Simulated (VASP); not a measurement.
The system is SnSe2.

```
Sn Se
1.0
     3.88341    0.00000    0.00000
    -1.94171    3.36314    0.00000
     0.00000    0.00000    6.76668
Sn Se
1 2
Direct
  0.00000 0.00000 0.00000
  0.33333 0.66667 0.23465
  0.66667 0.33333 0.76535
```

* Program: VASP 6.6.1
* Task: relaxation of shape and atoms at fixed volume
* Functional: r2SCAN
* Potentials or basis: VASP PAW PBE potentials, release 64 (Sn_d, Se)
* Cutoff: 600 eV
* k mesh: 9 × 9 × 4
* Occupations: gaussian, width 0.02 eV
* Spin: no spin polarisation

At the start: pressure -1.9 GPa; volume 29.46 Å³/atom.

**Question.** How do energy, volume and symmetry change on relaxing?

**Answer.** Over 9 steps the energy falls by 3.6 meV/atom; space group P-3m1 (No. 164, to 0.1 Å) before and after.

The path:
```tsv
step	energy change (eV)	largest force (eV/Å)	pressure (GPa)	volume (Å³)
1	0.0000	0.2308	-1.86	88.38
2	-0.0044	0.1377	-1.51	88.38
3	-0.0073	0.0128	-0.94	88.38
4	-0.0100	0.0037	-0.71	88.38
5	-0.0106	0.0181	-0.52	88.38
6	-0.0106	0.0170	-0.53	88.38
7	-0.0105	0.0102	-0.62	88.38
8	-0.0106	0.0166	-0.54	88.38
9	-0.0107	0.0044	-0.48	88.38
```

Final structure:
```yaml
crystal:
  lattice:
    - [3.85090, 0.00000, 0.00000]
    - [-1.92545, 3.33498, 0.00000]
    - [0.00000, 0.00000, 6.88143]
  atoms:
    - { symbol: Sn, position: [0.00000, 0.00000, 0.00000] }
    - { symbol: Se, position: [0.33333, 0.66667, 0.22877] }
    - { symbol: Se, position: [0.66667, 0.33333, 0.77123] }
```

Caveat: the PAW data sets were made with another functional, which shifts forces and pressure a little.
